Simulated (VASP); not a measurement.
A run of VASP 6.6.1 is set up as follows.

The input INCAR:

```
PREC = Accurate
ENCUT = 520
EDIFF = 1E-6
ISMEAR = 0
SIGMA = 0.1
LREAL = False
LASPH = True
NELM = 60
ALGO = Normal
ISIF = 2
LWAVE = False
LCHARG = False
GGA = PE
NBANDS = 30
```

The input KPOINTS:

```
regular mesh
0
Gamma
  4 6 4
```

POSCAR

```
LiCl
1.0
    4.2293013300      0.0000000000      0.0000000000
    0.0000000000      3.0051782700      0.0000000000
   -1.2699401700      0.0000000000      7.1983021200
Li Cl
4 4
Direct
    0.2259386800      0.6595428100      0.8871688900
    0.7740613200      0.1595428100      0.6128311100
    0.7740613200      0.3404571900      0.1128311100
    0.2259386800      0.8404571900      0.3871688900
    0.2740613200      0.3404571900      0.6128311100
    0.7259386800      0.8404571900      0.8871688900
    0.7259386800      0.6595428100      0.3871688900
    0.2740613200      0.1595428100      0.1128311100
```

Potentials or basis: VASP PAW PBE potentials, release 64 (Li_sv, Cl).

Launch:

```console
$ cat potpaw_PBE.64/Li_sv/POTCAR potpaw_PBE.64/Cl/POTCAR > POTCAR
$ mpirun -np 1 vasp_std > vasp.out
```

(1) What does it give for the largest force?

(2) What does it give for the band gap on the k mesh?

Answers

(1) 1.046 eV/Å.

(2) 4.88 eV (least direct gap 5.52 eV).

Caveat: forces of over 1 eV/Å act on the atoms, so gaps and moduli don't describe the material at rest.
